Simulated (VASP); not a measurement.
# PbW (Fm-3m) in VASP: further runs, part 3 of 3

VASP 6.6.1. The steps go on from the part before.

## Step 6: Relaxation of cell and atoms, PBE

Contents of INCAR:

```
PREC = Accurate
ENCUT = 600
EDIFF = 1E-6
ISMEAR = 0
SIGMA = 0.1
LREAL = F
LASPH = T
NELM = 80
ALGO = Fast
ISIF = 3
LWAVE = F
LCHARG = F
GGA = PE
IBRION = 2
NSW = 100
EDIFFG = -0.01
```

Contents of KPOINTS:

```
Automatic mesh
0
Gamma
  16 16 16
```

Contents of POSCAR:

```
PbW
1.0
    0.0000000000      2.8344811033      2.8344811033
    2.8344811033      0.0000000000      2.8344811033
    2.8344811033      2.8344811033      0.0000000000
Pb W
1 1
Direct
    0.0000000000      0.0000000000      0.0000000000
    0.5000000000      0.5000000000      0.5000000000
```

Potentials or basis: VASP PAW PBE potentials, release 64 (Pb_d, W_sv).

On the command line:

```console
> cat potpaw_PBE.64/Pb_d/POTCAR potpaw_PBE.64/W_sv/POTCAR > POTCAR
> mpirun -np 1 vasp_std > vasp.out
```

OUTCAR:

```text
PREC = Accurate
   ENCUT = 600
   EDIFF = 1E-6
   ISMEAR = 0
   LREAL = F
   LASPH = T
   NELM = 80
   ISIF = 3
   GGA = PE
   IBRION = 2
   NSW = 100
   EDIFFG = -0.01

 ion  position               nearest neighbor table
   1  0.000  0.000  0.000-   2 2.83   2 2.83   2 2.83   2 2.83   2 2.83   2 2.83
   2  0.500  0.500  0.500-   1 2.83   1 2.83   1 2.83   1 2.83   1 2.83   1 2.83

  LATTYP: Found a face centered cubic cell.
 ALAT       =     5.6689622066

  Lattice vectors:

 A1 = (   0.0000000000,   2.8344811033,   2.8344811033)
 A2 = (   2.8344811033,   0.0000000000,   2.8344811033)
 A3 = (   2.8344811033,   2.8344811033,   0.0000000000)

Analysis of symmetry for initial positions (statically):
=====================================================================
 Subroutine PRICEL returns:
 Original cell was already a primitive cell.

 Routine SETGRP: Setting up the symmetry group for a
 face centered cubic supercell.

 Subroutine GETGRP returns: Found 48 space group operations
 (whereof 48 operations were pure point group operations)
 out of a pool of 48 trial point group operations.
[... 171 lines left out ...]
  --------------------------------------------------------------------------------------
  -------------------------------------------------------------------------------------
  Total        0.1144811      0.1144811      0.1144811      0.0000000     -0.0000000      0.0000000
  in kB        4.0271116      4.0271116      4.0271116      0.0000000     -0.0000000      0.0000000
  external PRESSURE =       4.0271116 kB  Pullay stress =       0.0000000 kB
[... 59 lines left out ...]
--------------------------------------- Ionic step        3  -------------------------------------------

 number of electron      28.0000001 magnetization

 Free energy of the ion-electron system (eV)
  ---------------------------------------------------
  ext. energy  EPLUGINS =         0.00000000
  ---------------------------------------------------
  free energy    TOTEN  =       -12.63574266 eV

  energy without entropy =      -12.61634830  energy(sigma->0) =      -12.62604548

 E-fermi :   8.6452     XC(G=0): -11.5324

 val. band max:        8.6433303475   @ k =  -0.3750   0.1875   0.0000
 cond. band min:       8.6486454657   @ k =  -0.2500   0.3750   0.1250
 fundamental gap:      0.0053151182
 Fermi energy:         8.6452297226

 k-point     1 :       0.0000    0.0000    0.0000
  band No.  band energies     occupation
      1     -65.7259      2.00000
      2     -29.9281      2.00000
      3     -29.9281      2.00000
      4     -29.9281      2.00000
      5      -8.2612      2.00000
      6      -8.2612      2.00000
[... 481 lines left out ...]
      5      -8.2538      2.00000
      6      -8.2468      2.00000
[... 10 lines left out ...]
     17      11.8265      0.00000
     18      12.6124      0.00000

 [... further k-points ...]

------------------------ aborting loop because EDIFF is reached ----------------------------------------

  FORCE on cell =-STRESS in cart. coord.  units (eV):
  Direction    XX          YY          ZZ          XY          YZ          ZX
  --------------------------------------------------------------------------------------
  -------------------------------------------------------------------------------------
  Total        0.0066348      0.0066348      0.0066348     -0.0000000      0.0000000      0.0000000
  in kB        0.2325994      0.2325994      0.2325994     -0.0000000      0.0000000      0.0000000
  external PRESSURE =       0.2325994 kB  Pullay stress =       0.0000000 kB
[... 17 lines left out ...]
  FREE ENERGIE OF THE ION-ELECTRON SYSTEM (eV)
  ---------------------------------------------------
  free  energy   TOTEN  =       -12.6357426578 eV

  energy  without entropy=      -12.6163482964  energy(sigma->0) =      -12.62604548

 reached required accuracy - stopping structural energy minimisation
```

Wall time 5.1 min (1 thread of Intel Xeon Platinum 8259CL at 2.50GHz (Skylake/Cascade Lake), shared host); peak memory 0.31 GiB.

What came out:

```
Free energy                           : -12.6357 eV
Relaxed volume                        : 22.85 Å³/atom
Relaxed cell                          : a = 4.013 Å, b = 4.013 Å, c = 4.013 Å, α = 60.00°, β = 60.00°, γ = 60.00°
Space group after relaxing (to 0.1 Å) : Fm-3m (No. 225)
Energy gained by relaxing             : 0.1 meV/atom
Ionic steps                           : 3
Pressure after relaxing               : 0.0 GPa
Band gap on the k mesh                : zero (bands 14 and 15 overlap by 1.12 eV)
```

Step by step:
| step | energy change (eV) | largest force (eV/Å) | pressure (GPa) | volume (Å³) |
| --- | --- | --- | --- | --- |
| 1 | 0.0000 | 0.0000 | 0.40 | 45.55 |
| 2 | 0.0002 | 0.0000 | -0.50 | 45.92 |
| 3 | -0.0002 | 0.0000 | 0.02 | 45.70 |

Final structure:
```
Pb W
1.0
     0.00000    2.83770    2.83770
     2.83770    0.00000    2.83770
     2.83770    2.83770    0.00000
Pb W
1 1
Direct
  0.00000 0.00000 0.00000
  0.50000 0.50000 0.50000
```

Levels at points of the mesh, in eV from the Fermi level:
| k point | band 11 | band 12 | band 13 | band 14 | band 15 | band 16 | band 17 | band 18 |
| --- | --- | --- | --- | --- | --- | --- | --- | --- |
| (0.00, 0.00, 0.00) | -0.87 | -0.87 | -0.87 | -0.12 | -0.12 | 3.14 | 3.14 | 3.14 |
| (0.50, 0.00, 0.00) | -5.84 | -2.74 | -2.74 | 0.10 | 0.10 | 0.39 | 4.70 | 7.14 |
| (0.50, 0.50, 0.00) | -3.53 | -1.97 | -0.03 | -0.03 | 0.41 | 0.63 | 0.63 | 1.02 |

Caveat: spin-orbit coupling is left out, which moves the levels of the heavy elements.

## Step 7: Overview

| task | cell | k mesh | cutoff (eV) | gap on the mesh (eV) | pressure (GPa) | relaxed volume (Å³/atom) |
| --- | --- | --- | --- | --- | --- | --- |
| single point | a = 4.009 Å, angles 60.0°, 2 atoms | 6 × 6 × 6 | 520 | none | 0.1 | - |
| single point | a = 4.068 Å, angles 60.0°, 2 atoms | 6 × 6 × 6 | 520 | none | -4.4 | - |
| relaxation of cell and atoms | relaxed from a = 4.068 Å, angles 60.0°, 2 atoms | 6 × 6 × 6 | 600 | none | 0.0 | 22.82 |
| single point | a = 4.012 Å, angles 60.0°, 2 atoms | 16 × 16 × 16 | 520 | none | 0.1 | - |
| relaxation of cell and atoms | relaxed from a = 4.009 Å, angles 60.0°, 2 atoms | 16 × 16 × 16 | 600 | none | 0.0 | 22.85 |

Alike in all rows: level PBE; potentials or basis VASP PAW PBE potentials, release 64 (Pb_d, W_sv); no spin polarisation; smearing gaussian 0.1 eV.

Caveats: spin-orbit coupling is left out, which moves the levels of the heavy elements; the cell stands under tension (at least some runs).

Absolute energies hang on the potentials; compare differences alone.

The gap in the log of VASP goes by the Fermi energy; the results here count the filled bands.